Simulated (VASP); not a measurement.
# PbS (Pm-3m) in VASP: notebook

Aim: see how the results for PbS move with the level of theory and the settings. Levels: PBE, LDA. Tasks: density of states, vibrations by perturbation theory, elastic constants.

All numbers are computed with VASP 6.6.1; they aren't measurements. Logs are shortened: lines on timing, memory, paths and dates and some standing lists are left out, and cuts for length are marked.

### 1 The cell of the first run

Symmetry: Pm-3m, No. 221, cubic system. The conventional cell has a = 3.654 Å, b = 3.654 Å, c = 3.654 Å, α = 90.00°, β = 90.00°, γ = 90.00°. Within 4.2 Å of Pb (site symmetry m-3m) lie 8 S at 3.16 Å and 6 Pb at 3.65 Å. Within 4.2 Å of S (site symmetry m-3m) lie 8 Pb at 3.16 Å and 6 S at 3.65 Å.

### 2 Density of states, PBE

Input file POSCAR:

```
PbS
1.0
    3.6536590000      0.0000000000      0.0000000000
    0.0000000000      3.6536590000      0.0000000000
    0.0000000000      0.0000000000      3.6536590000
Pb S
1 1
Direct
    0.0000000000      0.0000000000      0.0000000000
    0.5000000000      0.5000000000      0.5000000000
```

Input file INCAR.step1:

```
SYSTEM = PbS
PREC = Accurate ; ENCUT = 520
EDIFF = 1E-6 ; ISMEAR = -1
SIGMA = 0.05 ; LREAL = .False.
LASPH = .True. ; NELM = 80
ALGO = Normal ; ISIF = 2
LWAVE = .False. ; LCHARG = .True.
GGA = PE ; NBANDS = 17
```

Input file KPOINTS.step1:

```
regular mesh
0
Gamma
  7 7 7
  0 0 0
```

Input file INCAR.step2:

```
SYSTEM = PbS
PREC = Accurate ; ENCUT = 520
EDIFF = 1E-6 ; ISMEAR = -5
SIGMA = 0.05 ; LREAL = .False.
LASPH = .True. ; NELM = 80
ALGO = Normal ; ISIF = 2
LWAVE = .False. ; LCHARG = .False.
GGA = PE ; LORBIT = 11
NEDOS = 1001 ; ICHARG = 11
```

Input file KPOINTS.step2:

```
regular mesh
0
Gamma
  11 11 11
  0 0 0
```

Potentials or basis: VASP PAW PBE potentials, release 64 (Pb_d, S).

The run is started by

```bash
$ cat potpaw_PBE.64/Pb_d/POTCAR potpaw_PBE.64/S/POTCAR > POTCAR
$ cp INCAR.step1 INCAR
$ cp KPOINTS.step1 KPOINTS
$ mpirun -np 1 vasp_std > vasp.out
$ cp INCAR.step2 INCAR
$ cp KPOINTS.step2 KPOINTS
$ mpirun -np 1 vasp_std > vasp.out
```

OUTCAR:

```text
SYSTEM = PbS
   PREC = Accurate
   ENCUT = 520
   EDIFF = 1E-6
   ISMEAR = -5
   LREAL = .False.
   LASPH = .True.
   NELM = 80
   ISIF = 2
   GGA = PE
   LORBIT = 11
   ICHARG = 11

 ion  position               nearest neighbor table
   1  0.000  0.000  0.000-   2 3.16   2 3.16   2 3.16   2 3.16   2 3.16   2 3.16   2 3.16   2 3.16

   2  0.500  0.500  0.500-   1 3.16   1 3.16   1 3.16   1 3.16   1 3.16   1 3.16   1 3.16   1 3.16

  LATTYP: Found a simple cubic cell.
 ALAT       =     3.6536590000

  Lattice vectors:

 A1 = (   3.6536590000,   0.0000000000,   0.0000000000)
 A2 = (   0.0000000000,   3.6536590000,   0.0000000000)
 A3 = (   0.0000000000,   0.0000000000,   3.6536590000)

Analysis of symmetry for initial positions (statically):
=====================================================================
 Subroutine PRICEL returns:
 Original cell was already a primitive cell.

 Routine SETGRP: Setting up the symmetry group for a
 simple cubic supercell.

 Subroutine GETGRP returns: Found 48 space group operations
 (whereof 48 operations were pure point group operations)
 out of a pool of 48 trial point group operations.

The static configuration has the point symmetry O_h .

Analysis of symmetry for dynamics (positions and initial velocities):
=====================================================================
 Subroutine PRICEL returns:
 Original cell was already a primitive cell.

 Routine SETGRP: Setting up the symmetry group for a
 simple cubic supercell.

 Subroutine GETGRP returns: Found 48 space group operations
 (whereof 48 operations were pure point group operations)
 out of a pool of 48 trial point group operations.

The dynamic configuration has the point symmetry O_h .

 Subroutine INISYM returns: Found 48 space group operations
 (whereof 48 operations are pure point group operations),
 and found     1 'primitive' translations

----------------------------------------------------------------------------------------

                                     Primitive cell

  volume of cell :      48.7735

  direct lattice vectors                    reciprocal lattice vectors
     3.653659000  0.000000000  0.000000000     0.273698230  0.000000000  0.000000000
     0.000000000  3.653659000  0.000000000     0.000000000  0.273698230  0.000000000
     0.000000000  0.000000000  3.653659000     0.000000000  0.000000000  0.273698230

  length of vectors
     3.653659000  3.653659000  3.653659000     0.273698230  0.273698230  0.273698230

  position of ions in fractional coordinates (direct lattice)
     0.000000000  0.000000000  0.000000000
     0.500000000  0.500000000  0.500000000

  ion indices of the primitive-cell ions
   primitive index   ion index
                 1           1
                 2           2

----------------------------------------------------------------------------------------

 KPOINTS: regular mesh

Automatic generation of k-mesh.
 Grid dimensions read from file:
 generate k-points for:   11   11   11

 Generating k-lattice:

  Cartesian coordinates                     Fractional coordinates (reciprocal lattice)
     0.024881657  0.000000000  0.000000000     0.090909091  0.000000000  0.000000000
     0.000000000  0.024881657  0.000000000     0.000000000  0.090909091  0.000000000
     0.000000000  0.000000000  0.024881657     0.000000000  0.000000000  0.090909091

  Length of vectors
     0.024881657  0.024881657  0.024881657

  Shift w.r.t. Gamma in fractional coordinates (k-lattice)
     0.000000000  0.000000000  0.000000000

 TETIRR: Found    651 inequivalent tetrahedra from     7986

 Subroutine IBZKPT returns following result:
 ===========================================

 Found     56 irreducible k-points:

 Following reciprocal coordinates:
            Coordinates               Weight
  0.000000  0.000000  0.000000      1.000000
  0.090909  0.000000  0.000000      6.000000
  0.181818  0.000000  0.000000      6.000000
  0.272727  0.000000  0.000000      6.000000
  0.363636  0.000000  0.000000      6.000000
  0.454545  0.000000  0.000000      6.000000
[... 16 lines left out ...]
  0.181818  0.090909  0.090909     24.000000
  0.272727  0.090909  0.090909     24.000000
 [... further k-points ...]
   k-points           NKPTS =     56   k-points in BZ     NKDIM =     56   number of bands    NBANDS=     14
   number of dos      NEDOS =   1001   number of ions     NIONS =      2
   total plane-waves  NPLWV =  21952
   dimension x,y,z NGX =    28 NGY =   28 NGZ =   28
   dimension x,y,z NGXF=    56 NGYF=   56 NGZF=   56
   ions per type =               1   1
   NGX,Y,Z   is equivalent  to a cutoff of  12.74, 12.74, 12.74 a.u.
   NGXF,Y,Z  is equivalent  to a cutoff of  25.48, 25.48, 25.48 a.u.
 SYSTEM =  PbS
   PREC   = accura    normal or accurate (medium, high low for compatibility)
   ISTART =      0    job   : 0-new  1-cont  2-samecut
   ICHARG =     11    charge: 1-file 2-atom 10-const
   ISPIN  =      1    spin polarized calculation?
   LNONCOLLINEAR =      F non collinear calculations
   LSORBIT =      F    spin-orbit coupling
   LASPH  =      T    aspherical Exc in radial PAW
   ENCUT  =  520.0 eV  38.22 Ry    6.18 a.u.   6.79  6.79  6.79*2*pi/ulx,y,z
   NELM   =     80;   NELMIN=  2; NELMDL=  0     # of ELM steps
   EDIFF  = 0.1E-05   stopping-criterion for ELM
   LREAL  =      F    real-space projection
   EDIFFG = 0.1E-04   stopping-criterion for IOM
   NSW    =      0    number of steps for IOM
   IBRION =     -1    ionic relax: 0-MD 1-quasi-New 2-CG
   NFREE  =      0    steps in history (QN), initial steepest desc. (CG)
   ISIF   =      2    stress and relaxation
   ISYM   =      2    0-nonsym 1-usesym 2-fastsym
   POTIM  = 0.5000    time-step for ionic-motion
   TEBEG  =    0.0;   TEEND  =   0.0 temperature during run
   PSTRESS=    0.0 pullay stress
   NELECT =      20.0000    total number of electrons
   NUPDOWN=      -1.0000    fix difference up-down
   EMIN   =  10.00;   EMAX   =-10.00  energy-range for DOS
   EFERMI =   0.00;   METHOD = LEGACY
   ISMEAR =    -5;   SIGMA  =   0.05  broadening in eV -4-tet -1-fermi 0-gaus
   EFERMI_NEDOS =   21; number of points for ismear=-14 and -15
   IALGO  =     38    algorithm
   IMIX   =      4    mixing-type and parameters
     AMIX     =   0.40;   BMIX     =  1.00
     AMIX_MAG =   1.60;   BMIX_MAG =  1.00
  volume/ion in A,a.u.               =      24.39       164.57
  Fermi-wavevector in a.u.,A,eV,Ry     =   1.216252  2.298383 20.126668  1.479268
  Thomas-Fermi vector in A             =   2.351612
   LORBIT       =     11    0 simple, 1 ext, 2 COOP (PROOUT), +10 PAW based schemes
   GGA     = PE    functional components
   LHFCALC =     F    Hartree Fock is set to
   AEXX    =    0.0000 exact exchange contribution
   IVDW    =     0    specifies the selected vdW correction
   LEPSILON=     F    determine dielectric tensor
   LRPA    =     F    only Hartree local field effects (RPA)
 non-spin polarized calculation
 Fermi weights with tetrahedron method with Bloechl corrections
  energy-cutoff  :      520.00
  volume of cell :       48.77
 maximum number of plane-waves:      1357
 NGX is ok and might be reduce to    28

 number of electron      19.9999995 magnetization

 Free energy of the ion-electron system (eV)
  ---------------------------------------------------
  ext. energy  EPLUGINS =         0.00000000
  ---------------------------------------------------
  free energy    TOTEN  =        -8.25782638 eV

  energy without entropy =       -8.25782638  energy(sigma->0) =       -8.25782638

 E-fermi :   5.9884     XC(G=0): -10.1704

 val. band max:        6.0030925573   @ k =   0.1818   0.1818   0.0909
 cond. band min:       5.8390892660   @ k =   0.4545   0.4545   0.4545
 fundamental gap:     -0.1640032913
 Fermi energy:         5.9883755138

 k-point     1 :       0.0000    0.0000    0.0000
  band No.  band energies     occupation
      1     -10.8004      2.00000
      2     -10.8004      2.00000
      3     -10.5927      2.00000
      4     -10.5927      2.00000
      5     -10.5927      2.00000
      6      -7.0183      2.00000
      7      -0.6214      2.00000
      8       4.5238      2.00000
      9       4.5238      2.00000
     10       4.5238      2.00000
     11      11.6016      0.00000
     12      11.6016      0.00000
     13      12.6305      0.00000
     14      12.6305      0.00000

 k-point     2 :       0.0909    0.0000    0.0000
  band No.  band energies     occupation
      1     -10.7996      2.00000
      2     -10.7879      2.00000
      3     -10.5973      2.00000
      4     -10.5973      2.00000
      5     -10.5923      2.00000
      6      -6.9481      2.00000
      7      -0.7675      2.00000
      8       4.5026      2.00000
      9       4.5923      2.00000
     10       4.5923      2.00000
     11      11.3098      0.00000
     12      11.6634      0.00000
     13      12.4245      0.00000
     14      12.4247      0.00000

 k-point     3 :       0.1818    0.0000    0.0000
  band No.  band energies     occupation
      1     -10.7975      2.00000
      2     -10.7546      2.00000
      3     -10.6096      2.00000
      4     -10.6096      2.00000
      5     -10.5910      2.00000
      6      -6.7435      2.00000
      7      -1.1806      2.00000
      8       4.5215      2.00000
      9       4.7875      2.00000
     10       4.7875      2.00000
     11      10.2810      0.00000
     12      11.8457      0.00000
     13      11.8790      0.00000
     14      11.8790      0.00000
[... 324 lines left out ...]
 k-point    23 :       0.1818    0.0909    0.0909
  band No.  band energies     occupation
      1     -10.7784      2.00000
      2     -10.7467      2.00000
      3     -10.6167      2.00000
      4     -10.6138      2.00000
      5     -10.6002      2.00000
      6      -6.6067      2.00000
      7      -1.2742      2.00000
      8       3.9255      2.00000
      9       4.4814      2.00000
     10       5.6658      2.07917
     11       9.8824      0.00000
     12      11.1087      0.00000
     13      11.4466      0.00000
     14      12.8820      0.00000

 k-point    24 :       0.2727    0.0909    0.0909
  band No.  band energies     occupation
      1     -10.7758      2.00000
      2     -10.7028      2.00000
      3     -10.6348      2.00000
      4     -10.6303      2.00000
      5     -10.5984      2.00000
      6      -6.2966      2.00000
      7      -1.7457      2.00000
      8       3.8460      2.00000
      9       4.7909      2.00000
     10       5.9248      1.99063
     11       8.7221      0.00000
     12      10.5338      0.00000
     13      11.3513      0.00000
     14      12.8809      0.00000

 [... further k-points ...]
[... 5 lines left out ...]
  --------------------------------------------------------------------------------------
  -------------------------------------------------------------------------------------
  Total        0.0439184      0.0439184      0.0439184      0.0000000      0.0000000      0.0000000
  in kB        1.4426886      1.4426886      1.4426886      0.0000000      0.0000000      0.0000000
  external PRESSURE =       1.4426886 kB  Pullay stress =       0.0000000 kB

 VOLUME and BASIS-vectors are now :
 -----------------------------------------------------------------------------
  energy-cutoff  :      520.00
  volume of cell :       48.77
      direct lattice vectors                 reciprocal lattice vectors
     3.653659000  0.000000000  0.000000000     0.273698230  0.000000000  0.000000000
     0.000000000  3.653659000  0.000000000     0.000000000  0.273698230  0.000000000
     0.000000000  0.000000000  3.653659000     0.000000000  0.000000000  0.273698230

 POSITION                                       TOTAL-FORCE (eV/Angst)
 -----------------------------------------------------------------------------------
      0.00000      0.00000      0.00000         0.000000      0.000000      0.000000
      1.82683      1.82683      1.82683         0.000000      0.000000      0.000000
 -----------------------------------------------------------------------------------
    total drift:                               -0.000000      0.000000      0.000000

  FREE ENERGIE OF THE ION-ELECTRON SYSTEM (eV)
  ---------------------------------------------------
  free  energy   TOTEN  =        -8.2578263775 eV

  energy  without entropy=       -8.2578263775  energy(sigma->0) =       -8.25782638

 total charge

# of ion       s       p       d       tot
------------------------------------------
    1        1.485   0.463   9.839  11.787
    2        1.361   2.313   0.000   3.674
--------------------------------------------------
tot          2.846   2.776   9.839  15.461
```

Wall time 43 s (1 thread of Intel Xeon 8259CL, shared host); peak memory 0.14 GiB.

What came out:

| Property | Result |
| --- | --- |
| Valence electrons inside the program's atomic spheres | Pb 11.79; S 3.67 |

Levels at points of the mesh, in eV from the Fermi level:
| k point | band 8 | band 9 | band 10 | band 11 | band 12 | band 13 |
| --- | --- | --- | --- | --- | --- | --- |
| (0.00, 0.00, 0.00) | -1.46 | -1.46 | -1.46 | 5.61 | 5.61 | 6.64 |

Caveat: spin-orbit coupling is left out, which moves the levels of the heavy elements; tetrahedron occupations give inexact forces and stress in metals.

(Continued in part 2 of 3.)
